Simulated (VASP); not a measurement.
Here is a VASP 6.6.1 calculation.

Contents of INCAR:

```
SYSTEM = SnO2
ALGO = Normal
EDIFF = 1E-7
ENCUT = 520
GGA = CA
ISIF = 2
ISMEAR = 0
LASPH = .TRUE.
LCHARG = .FALSE.
LREAL = .FALSE.
LWAVE = .FALSE.
NBANDS = 64
NELM = 100
PREC = Accurate
SIGMA = 0.02
```

The input KPOINTS:

```
k-points
0
G
  6 6 6
  0 0 0
```

File POSCAR:

```
SnO2
1.0
   -3.1266155236      3.2724378106      3.2724381564
    3.1266155236     -3.2724378106      3.2724381564
    3.2333597142      3.3744253999     -3.2724381564
Sn O
4 8
Direct
    1.0000024086      0.2500024086      0.7500000000
   -0.0000024086      0.7499975914      0.2500000000
    0.5000000000      0.5000000000      0.5000000000
    0.5000000000      0.0000000000      0.0000000000
    0.1938525751      0.1938505699      0.4999984146
    0.6940801175      0.7483634063      0.9424486354
    0.1938521552      0.6938541605      1.0000015854
    0.3059147709      0.7516314821      0.5575513646
    0.6940852291      0.2483685179      0.4424486354
    0.3059198825      0.2516365937      0.0575513646
    0.8061478448      0.3061458395     -0.0000015854
    0.8061474249      0.8061494301      0.5000015854
```

Potentials or basis: VASP PAW LDA potentials, release 64 (Sn_d, O).

Run with:

```sh
$ cat potpaw_LDA.64/Sn_d/POTCAR potpaw_LDA.64/O/POTCAR > POTCAR
$ mpirun -np 1 vasp_std > vasp.out
```

Task: Estimate the pressure.

Result: 7.5 GPa.

Task: Predict the band gap on the k mesh.

Result: 1.50 eV.

Stress tensor (GPa, compression positive):
```
 7.47 -3.66  0.00
-3.66  4.08  0.00
 0.00  0.00 11.03
```

Caveat: the cell differs from its parent crystal (biaxial strain in the a-b plane: -2.0 %); the cell stands under pressure; spin-orbit coupling is left out, which moves the levels of the heavy elements.
